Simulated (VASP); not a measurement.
Here is a VASP 6.6.1 calculation.

File INCAR:

```
PREC = Accurate
ENCUT = 520
EDIFF = 1E-6
ISMEAR = -1
SIGMA = 0.05
LREAL = F
LASPH = T
NELM = 80
ALGO = Fast
ISIF = 2
LWAVE = F
LCHARG = T
GGA = PS
LELF = T
LVHAR = T
NBANDS = 10
```

The input KPOINTS:

```
regular mesh
0
Gamma
  12 12 12
```

POSCAR

```
Ir
1.0
    0.0000000000      1.9144763337      1.9144763337
    1.9144763337      0.0000000000      1.9144763337
    1.9144763337      1.9144763337      0.0000000000
Ir
1
Direct
    0.0000000000      0.0000000000      0.0000000000
```

Potentials or basis: VASP PAW PBE potentials, release 64 (Ir).

The run is started by

```console
$ cat potpaw_PBE.64/Ir/POTCAR > POTCAR
$ mpirun -np 1 vasp_std > vasp.out
```

(1) Predict the pressure.

## Answers

(1) 0.9 GPa.

Caveat: the PAW data sets were made with another functional, which shifts forces and pressure a little.
